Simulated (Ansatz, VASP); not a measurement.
ZrSi2O6: VASP beside Ansatz

```
CELL_PARAMETERS angstrom
-1.68640 1.68640 7.25281
1.68640 -1.68640 7.25281
1.68640 1.68640 -7.25281
ATOMIC_POSITIONS crystal
Zr 0.50000 0.50000 0.00000
Si 0.82935 0.82935 0.00000
Si 0.17065 0.17065 0.00000
O 0.90736 0.40736 0.50000
O 0.59264 0.09264 0.50000
O 0.25000 0.75000 0.50000
O 0.09264 0.59264 0.50000
O 0.75000 0.25000 0.50000
O 0.40736 0.90736 0.50000
```

Alike in both runs: functional PBE; k mesh 6 × 6 × 6; occupations gaussian, width 0.1 eV; no spin polarisation.

Ansatz relaxed the structure, and its values are those at the end. VASP's run is a single point on that final structure, the one shown.

|  | VASP | Ansatz |
| --- | --- | --- |
| version | VASP 6.6.1 | Ansatz 0.2.0 |
| potentials or method | VASP PAW PBE potentials, release 64 (Zr_sv, Si, O), cutoff 520 eV | scalar-relativistic, plane waves, PAW |
| valence electrons in the cell | 56 | 56 |

|  | VASP | Ansatz | Ansatz less VASP |
| --- | --- | --- | --- |
| gap on the k mesh at the Fermi level (eV) | 0.32 | 0.34 | +0.019 |
| least direct gap on the mesh (eV) | 0.59 | 0.61 | +0.019 |
| pressure (GPa) | 0.4 | 0.0 | -0.39 |

The k mesh is coarse, so the values compare programs but aren't converged.
